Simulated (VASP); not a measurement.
A run of VASP 6.6.1 is set up as follows.

File POSCAR:

```
H4CO
1.0
    6.8512850000      0.0000000000      0.0000000000
    0.0000000000      6.8512850000      0.0000000000
    0.0000000000      0.0000000000      6.8512850000
C O H
6 6 24
Direct
    0.3663546327      0.7880565471      0.2777435182
    0.0327237883      0.1585979856      0.1399153589
    0.0286223679      0.6593799557      0.9515441264
    0.6049522097      0.4364436744      0.6081340946
    0.8474760574      0.9212432412      0.5413874915
    0.5392127170      0.1959340474      0.0592151691
    0.4621322861      0.6215914241      0.1726099557
    0.0835317754      0.1545257568     -0.0579599301
    0.1820388438      0.5300319575      0.9054943708
    0.7401239330      0.4184178588      0.4553744298
    0.9695991336      1.0970934649      0.5657770769
    0.6372673155      0.0457432438     -0.0468963122
    0.3007173107      0.8640422928      0.1605684189
    0.5357681077      0.5471382376      0.2649284039
    0.2513397122      0.7495674169      0.3721491662
    0.4609354304      0.8794554598      0.3842928735
    0.0084655652      0.0142892903      0.1929565038
    0.1203569841      0.2944265200     -0.0842177781
    0.1522780033      0.2019767095      0.2233741554
   -0.0743218243      0.2659355143      0.1686836849
   -0.1000834150      0.6196355866      0.8799371213
    0.2891574354      0.5427011137      0.9940762937
   -0.0171646633      0.6571613938      1.0997936883
    0.0590254237      0.8086950112      0.9233450367
    0.4671386463      0.3837674247      0.5637336646
    0.8392440250      0.3241581689      0.4866094463
    0.6528410364      0.3405492546      0.7202882379
    0.6007778103      0.5899915125      0.6603432787
    0.7652725000      0.9473405354      0.4067266214
    0.9732918715      1.1058801378      0.7037220025
    0.9617903795      0.8049730817      0.5440293317
    0.7422111327      0.9066912265      0.6706041275
    0.3663546327      0.2213161473      0.0153985712
    0.7760587977      0.0559457095     -0.0190183301
    0.5505244637      0.1981380135      0.2089389071
    0.6018578996      0.3347547212     -0.0031380975
```

The input INCAR.step1:

```
PREC     = Accurate       # precision mode
ENCUT    = 580            # plane-wave cutoff, eV
ISMEAR   = -1             # smearing method
SIGMA    = 0.02           # smearing width, eV
LREAL    = Auto         
LASPH    = True           # aspherical terms in the spheres
NELM     = 120            # most SCF steps
NBANDS   = 66             # bands
GGA      = PE             # functional
ALGO     = Normal         # electronic algorithm
EDIFF    = 1E-5           # SCF threshold, eV
LWAVE    = True           # write WAVECAR
LCHARG   = False          # write CHGCAR
GGA_COMPAT= False
```

Contents of INCAR.step2:

```
PREC     = Accurate       # precision mode
ENCUT    = 580            # plane-wave cutoff, eV
EDIFF    = 1E-6           # SCF threshold, eV
ISMEAR   = -1             # smearing method
SIGMA    = 0.02           # smearing width, eV
LREAL    = Auto         
LASPH    = True           # aspherical terms in the spheres
NELM     = 120            # most SCF steps
ALGO     = Normal         # electronic algorithm
ISIF     = 2              # what is computed and relaxed
LWAVE    = False          # write WAVECAR
LCHARG   = False          # write CHGCAR
METAGGA  = R2SCAN         # meta-GGA
LMIXTAU  = True         
IVDW     = 12             # dispersion correction
VDW_S6   = 1.0          
VDW_S8   = 0.78981345   
VDW_A1   = 0.49484001   
VDW_A2   = 5.73083694   
NBANDS   = 66             # bands
ISTART   = 1            
GGA_COMPAT= False
```

KPOINTS

```
Automatic mesh
0
Gamma
  1 1 1
```

Potentials or basis: VASP PAW PBE potentials, release 64 (C, O, H).

Run with:

```console
$ cat potpaw_PBE.64/C/POTCAR potpaw_PBE.64/O/POTCAR potpaw_PBE.64/H/POTCAR > POTCAR
$ cp INCAR.step1 INCAR
$ mpirun -np 1 vasp_gam > vasp.out
$ cp INCAR.step2 INCAR
$ mpirun -np 1 vasp_gam > vasp.out
```

Task: Estimate the band gap on the k mesh.

Result: 5.98 eV.

Task: Predict the dispersion energy per atom.

Result: -0.021 eV.

Task: Predict the largest force.

Result: 5.493 eV/Å.

Stress tensor (GPa, compression positive):
```
 0.33  1.71  1.07
 1.71  0.09 -1.05
 1.07 -1.05  4.58
```

Caveat: the k points lie up to 0.92 Å⁻¹ apart; the PAW data sets were made with another functional, which shifts forces and pressure a little.
